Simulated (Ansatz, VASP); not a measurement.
BN: VASP beside Ansatz

```xyz
2
Lattice="1.2384 0.7150 3.5411 -1.2384 0.7150 3.5411 0.0000 -1.4300 3.5411" Properties=species:S:1:pos:R:3 pbc="T T T"
B     0.0000    0.0000   10.5567
N     0.0000    0.0000    3.5980
```

Alike in both runs: task single point; functional r2SCAN; k mesh 12 × 12 × 12; occupations gaussian, width 0.02 eV; no spin polarisation.

|  | VASP | Ansatz |
| --- | --- | --- |
| version | VASP 6.6.1 | Ansatz 0.2.0 |
| potentials or method | VASP PAW PBE potentials, release 64 (B, N), cutoff 660 eV | scalar-relativistic, plane waves, PAW |
| valence electrons in the cell | 8 | 8 |

VASP gave:

| Item | Value |
| --- | --- |
| gap on the k mesh at the Fermi level (eV) | 4.74 |
| least direct gap on the mesh (eV) | 5.39 |
| pressure (GPa) | 6.1 |
| traceless stress, the component that is largest in VASP (GPa) | -8.71 |
| rms of the force components (eV/Å) | 0.979 |

**Question.** Which values does Ansatz return?

**Answer.** gap on the k mesh at the Fermi level (eV): 4.71; least direct gap on the mesh (eV): 5.33; pressure (GPa): 5.7; traceless stress, the component that is largest in VASP (GPa): -8.11; rms of the force components (eV/Å): 0.980.

VASP's potentials were made for PBE, not for r2SCAN. Atom by atom the forces differ by 0.001 eV/Å (rms over components). The functional is the same, so the differences come from potentials, cutoffs and numerics.
